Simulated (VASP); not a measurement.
**AlN: single point with PBEsol**

Crystal: AlN.

```xyz
4
Lattice="3.0973 0.0000 0.0000 -1.5486 2.6823 0.0000 0.0000 0.0000 5.0316" Properties=species:S:1:pos:R:3 pbc="T T T"
Al    0.0000    1.7882    0.0000
Al    1.5486    0.8941    2.5158
N     0.0000    1.7882    1.8869
N     1.5486    0.8941    4.4027
```

```yaml
Program: VASP 6.6.1
Task: single point
Functional: PBEsol
Potentials_or_basis: VASP PAW PBE potentials, release 64 (Al, N)
Cutoff: 520 eV
k_mesh: 6 × 6 × 4
Occupations: gaussian, width 0.1 eV
Spin: no spin polarisation
Dipole_correction: no
Further_INCAR_settings: ALGO = Normal; EDIFF = 1e-07; NBANDS = 16
```

```
Pressure               : 0.4 GPa
Largest force          : 0.287 eV/Å
Band gap on the k mesh : 4.25 eV, direct
```

Forces on the atoms (eV/Å):
```
Al   0.000  0.000 -0.287
Al   0.000  0.000 -0.287
N    0.000  0.000  0.287
N    0.000  0.000  0.287
```

Stress tensor (GPa, compression positive):
```
 0.82  0.00  0.00
 0.00  0.82  0.00
 0.00  0.00 -0.48
```

Levels at points of the mesh, in eV from the valence-band top:
```
           k point  band 5  band 6  band 7  band 8  band 9  band 10  band 11  band 12
(0.00, 0.00, 0.00)   -0.61   -0.01    0.00    0.00    4.25     6.83    10.50    11.34
(0.50, 0.00, 0.00)   -3.27   -1.86   -1.73   -0.51    5.67     5.88     8.25    10.30
(0.00, 0.00, 0.50)   -0.32   -0.32   -0.32   -0.32    6.54     6.54    10.29    10.29
(0.50, 0.00, 0.50)   -1.32   -1.32   -1.26   -1.26    5.25     5.25     9.31     9.31
```

Run time: 12 s on 1 thread of Intel(R) Xeon(R) Platinum 8375C CPU @ 2.90GHz (Ice Lake), with other jobs on the host, peak memory 0.15 GiB.

Caveat: the PAW data sets were made with another functional, which shifts forces and pressure a little. Expect the measured gap to be larger: semilocal functionals such as PBEsol lack the derivative discontinuity.
